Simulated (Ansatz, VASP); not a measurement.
## One calculation of SnO, two programs

The input INCAR:

```
PREC     = Accurate       # precision mode
ENCUT    = 520            # plane-wave cutoff, eV
EDIFF    = 1E-6           # SCF threshold, eV
ISMEAR   = -1             # smearing method
SIGMA    = 0.01           # smearing width, eV
LREAL    = False          # projectors in reciprocal space
LASPH    = True           # aspherical terms in the spheres
NELM     = 80             # most SCF steps
ALGO     = Normal         # electronic algorithm
ISIF     = 2              # what is computed and relaxed
LWAVE    = False          # write WAVECAR
LCHARG   = False          # write CHGCAR
GGA      = PE             # functional
NBANDS   = 28             # bands
```

KPOINTS

```
regular mesh
0
Gamma
  8 8 6
```

Contents of POSCAR:

```
SnO
1.0
    3.8520320533      0.0000000000      0.0000000000
    0.0000000000      3.8520320533      0.0000000000
    0.0000000000      0.0000000000      4.8996388769
Sn O
2 2
Direct
    0.0000000000      0.5000000000      0.2385000000
    0.5000000000      0.0000000000      0.7615000000
    0.0000000000      0.0000000000      0.0000000000
    0.5000000000      0.5000000000      0.0000000000
```

Input for Ansatz:

```yaml
crystal:
  lattice:
    - [3.8520320533, 0.0, 0.0]
    - [0.0, 3.8520320533, 0.0]
    - [0.0, 0.0, 4.8996388769]
  atoms:
    - { symbol: Sn, position: [0.0, 0.5, 0.2385] }
    - { symbol: Sn, position: [0.5, 0.0, 0.7615] }
    - { symbol: O, position: [0.0, 0.0, 0.0] }
    - { symbol: O, position: [0.5, 0.5, 0.0] }
kpoints:
  mp_grid: { grid: [8, 8, 6] }
scf:
  occupations: { method: fermi_dirac, width: 0.01 }
hamiltonian:
  xc: pbe
  pseudopotentials: { kind: all_electron, lapw: { basis_error: 0.001 } }
output:
  forces: true
  stress: true
  eigenvalues: true
```

Change from the starting cell: volume scaled by 1.04.

Alike in both runs: task single point; functional PBE; k mesh 8 × 8 × 6; occupations fermi-dirac, width 0.01 eV; no spin polarisation.

|  | VASP | Ansatz |
| --- | --- | --- |
| version | VASP 6.6.1 | Ansatz 0.2.0 |
| potentials or method | VASP PAW PBE potentials, release 64 (Sn_d, O), cutoff 520 eV | all-electron LAPW, scalar-relativistic |

|  | VASP | Ansatz | Ansatz less VASP |
| --- | --- | --- | --- |
| pressure (GPa) | 0.7 | 0.4 | -0.22 |
| traceless stress, the component that is largest in VASP (GPa) | -0.24 | -0.25 | -0.012 |
| rms of the force components (eV/Å) | 0.042 | 0.075 | +0.0328 |

Atom by atom the forces differ by 0.033 eV/Å (rms over components). Ansatz ran all-electron here, and VASP with PAW potentials.
